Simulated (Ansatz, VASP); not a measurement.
# Two plane-wave programs on PbI2

INCAR

```
SYSTEM = PbI2
PREC = Accurate ; ENCUT = 500
EDIFF = 1E-6 ; ISMEAR = 0
SIGMA = 0.01 ; LREAL = .False.
LASPH = .True. ; NELM = 120
ALGO = Normal ; ISIF = 2
LWAVE = .False. ; LCHARG = .True.
GGA = PE ; LELF = .True.
LVHAR = .True. ; NBANDS = 21
GGA_COMPAT = .False.
```

File KPOINTS:

```
Automatic mesh
0
Gamma
  6 6 4
  0 0 0
```

Contents of POSCAR:

```
PbI2
1.0
    4.5657260999      0.0000000000      0.0000000000
   -2.2828630499      3.9540347892      0.0000000000
    0.0000000000      0.0000000000      7.0410820622
Pb I
1 2
Direct
    0.0000000000      0.0000000000      0.0000000000
    0.3333333333      0.6666666667      0.2667794090
    0.6666666667      0.3333333333      0.7332205910
```

Input for Ansatz:

```yaml
crystal:
  lattice:
    - [4.5657260999, 0.0, 0.0]
    - [-2.2828630499, 3.9540347892, 0.0]
    - [0.0, 0.0, 7.0410820622]
  atoms:
    - { symbol: Pb, position: [0.0, 0.0, 0.0] }
    - { symbol: I, position: [0.3333333333, 0.6666666667, 0.266779409] }
    - { symbol: I, position: [0.6666666667, 0.3333333333, 0.733220591] }
kpoints:
  mp_grid: { grid: [6, 6, 4] }
  band_path:
    path:
      - [0.0, 0.0, 0.0]
      - [0.5, 0.0, 0.0]
      - [0.3333333333, 0.3333333333, 0.0]
      - [0.0, 0.0, 0.5]
      - [0.5, 0.0, 0.5]
      - [0.3333333333, 0.3333333333, 0.5]
    npoints: 1
hamiltonian:
  xc: pbe
scf:
  occupations: { method: fixed }
  n_extra_bands: 4
output:
  forces: true
  stress: true
  eigenvalues: true
```

Alike in both runs: task single point; functional PBE; k mesh 6 × 6 × 4; no spin polarisation.

|  | VASP | Ansatz |
| --- | --- | --- |
| version | VASP 6.6.1 | Ansatz 0.2.0 |
| potentials or method | VASP PAW PBE potentials, release 64 (Pb_d, I) | plane waves, PAW |
| plane-wave cutoff (eV) | 500 | 420 |
| occupations | gaussian, width 0.01 eV | fixed |
| valence electrons in the cell | 28 | 48 |

VASP gave:

```
gap on the k mesh at the Fermi level (eV) : 2.23
pressure (GPa)                            : 1.2
rms of the force components (eV/Å)        : 0.022
```

Task: What did Ansatz give for the same quantities?

Result: gap on the k mesh at the Fermi level (eV): 2.23; pressure (GPa): 1.3; rms of the force components (eV/Å): 0.022.

Atom by atom the forces differ by 0.000 eV/Å (rms over components). VASP's potentials hold 28 valence electrons a cell and Ansatz's 48, so a difference there can come from the potentials and not from the codes.

Neither program's run includes spin-orbit coupling.
